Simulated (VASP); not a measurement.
Si: single point with LDA

Si:

```
CELL_PARAMETERS angstrom
3.83132 0.00000 0.00000
-1.91566 3.75334 0.00000
0.00000 0.00000 6.33262
ATOMIC_POSITIONS crystal
Si 0.33333 0.66667 0.06301
Si 0.66667 0.33333 0.56301
Si 0.33333 0.66667 0.43699
Si 0.66667 0.33333 0.93699
```

This cell differs from its parent crystal: strain +0.1312 x Voigt [0, 1, 0, 0, 0, 0].

```json
{
 "Program": "VASP 6.6.1",
 "Task": "single point",
 "Functional": "LDA",
 "Potentials or basis": "VASP PAW LDA potentials, release 64 (Si)",
 "Cutoff": "520 eV",
 "k mesh": "12 × 12 × 6",
 "Occupations": "gaussian, width 0.03 eV",
 "Spin": "no spin polarisation"
}
```

```
Pressure               : -9.1 GPa
Largest force          : 0.477 eV/Å
Band gap on the k mesh : zero (bands 8 and 9 overlap by 0.24 eV)
```

Forces in eV/Å, atoms in the order of the input:
```
Si   0.000  0.220 -0.423
Si   0.000 -0.220 -0.423
Si   0.000  0.220  0.423
Si   0.000 -0.220  0.423
```

Stress tensor (GPa, compression positive):
```
 -5.32   0.00   0.00
  0.00 -18.95   0.00
  0.00   0.00  -3.18
```

Levels at points of the mesh, in eV from the Fermi level:
| k point | band 6 | band 7 | band 8 | band 9 | band 10 | band 11 |
| --- | --- | --- | --- | --- | --- | --- |
| (0.00, 0.00, 0.00) | -0.46 | -0.35 | -0.18 | 0.24 | 1.25 | 1.65 |
| (0.50, 0.00, 0.00) | -3.29 | -2.65 | -1.40 | -0.07 | 1.66 | 2.54 |
| (0.00, 0.50, 0.00) | -2.72 | -2.28 | -0.59 | 1.00 | 3.01 | 3.19 |
| (0.00, 0.00, 0.50) | -1.26 | -0.75 | -0.75 | 0.51 | 0.51 | 2.65 |
| (0.50, 0.00, 0.50) | -2.56 | -2.02 | -2.02 | 0.45 | 0.45 | 2.00 |
| (0.00, 0.50, 0.50) | -2.22 | -1.63 | -1.63 | 1.35 | 1.35 | 2.04 |

Run time: 2.5 min on 1 thread of AMD EPYC 9R14 (Zen 4), with other jobs on the host, peak memory 0.26 GiB.

Caveat: the cell differs from its parent crystal (strain +0.1312 x Voigt [0, 1, 0, 0, 0, 0]); the cell stands under tension; semilocal functionals underestimate gaps, so a narrow gap can read as zero.
